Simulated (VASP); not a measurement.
Here is a VASP 6.6.1 calculation.

INCAR

```
SYSTEM = TlSi
PREC = Accurate ; ENCUT = 500
EDIFF = 1E-6 ; ISMEAR = -1
SIGMA = 0.1 ; LREAL = .FALSE.
LASPH = .TRUE. ; NELM = 120
ALGO = Normal ; ISIF = 2
LWAVE = .FALSE. ; LCHARG = .TRUE.
GGA = PE ; LELF = .TRUE.
LVHAR = .TRUE. ; NBANDS = 16
GGA_COMPAT = .FALSE.
```

File KPOINTS:

```
Automatic mesh
0
G
  5 5 5
  0 0 0
```

The input POSCAR:

```
TlSi
1.0
    3.5301740000      0.0000000000      0.0000000000
    0.0000000000      3.5301740000      0.0000000000
    0.0000000000      0.0000000000      3.5301740000
Tl Si
1 1
Direct
    0.0000000000      0.0000000000      0.0000000000
    0.5000000000      0.5000000000      0.5000000000
```

Potentials or basis: VASP PAW PBE potentials, release 64 (Tl_d, Si).

Launch:

```sh
$ cat potpaw_PBE.64/Tl_d/POTCAR potpaw_PBE.64/Si/POTCAR > POTCAR
$ mpirun -np 1 vasp_std > vasp.out
```

Q: What does it give for the pressure?

A: 2.8 GPa.
